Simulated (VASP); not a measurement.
Wanted: the native input for a VASP 6.6.1 run.

```
Task                   : single point
Functional             : r2SCAN
Potentials or basis    : VASP PAW PBE potentials, release 64 (Si, C)
Cutoff                 : 520 eV
k mesh                 : 10 × 10 × 10
Occupations            : gaussian, width 0.01 eV
Spin                   : no spin polarisation
Dipole correction      : no
Further INCAR settings : ALGO = Normal; EDIFF = 1e-06; NBANDS = 11
```

SiC:

```
CELL_PARAMETERS angstrom
0.00000 2.23250 2.14194
2.23250 0.00000 2.14194
2.23250 2.23250 0.00000
ATOMIC_POSITIONS crystal
Si 0.00000 0.00000 0.00000
C 0.25000 0.25000 0.25000
```

This cell differs from its parent crystal: epitaxial xy strain +2.5%.

The input as run:

POSCAR

```
SiC
1.0
    0.0000000000      2.2325036536      2.1419434071
    2.2325036536      0.0000000000      2.1419434071
    2.2325036536      2.2325036536      0.0000000000
Si C
1 1
Direct
    0.0000000000      0.0000000000      0.0000000000
    0.2500000000      0.2500000000      0.2500000000
```

INCAR.step1

```
PREC = Accurate
ENCUT = 520
ISMEAR = 0
SIGMA = 0.01
LREAL = F
LASPH = T
NELM = 60
NBANDS = 11
GGA = PE
ALGO = Normal
EDIFF = 1E-4
LWAVE = T
LCHARG = F
```

INCAR.step2

```
PREC = Accurate
ENCUT = 520
EDIFF = 1E-6
ISMEAR = 0
SIGMA = 0.01
LREAL = F
LASPH = T
NELM = 60
ALGO = Normal
ISIF = 2
LWAVE = F
LCHARG = F
METAGGA = R2SCAN
LMIXTAU = T
NBANDS = 11
ISTART = 1
```

KPOINTS

```
Automatic mesh
0
Gamma
  10 10 10
```

Potentials or basis: VASP PAW PBE potentials, release 64 (Si, C).

Command:

```console
$ cat potpaw_PBE.64/Si/POTCAR potpaw_PBE.64/C/POTCAR > POTCAR
$ cp INCAR.step1 INCAR
$ mpirun -np 1 vasp_std > vasp.out
$ cp INCAR.step2 INCAR
$ mpirun -np 1 vasp_std > vasp.out
```

It gave:

- Pressure: -7.2 GPa
- Band gap on the k mesh: 1.32 eV, indirect (least direct gap 4.97 eV)

Caveat: the cell differs from its parent crystal (epitaxial xy strain +2.5%); the PAW data sets were made with another functional, which shifts forces and pressure a little.

Wall time 45 s on 1 thread of AMD EPYC 9R45 96-Core Processor (Zen 5), with other jobs on the host, peak memory 0.12 GiB.
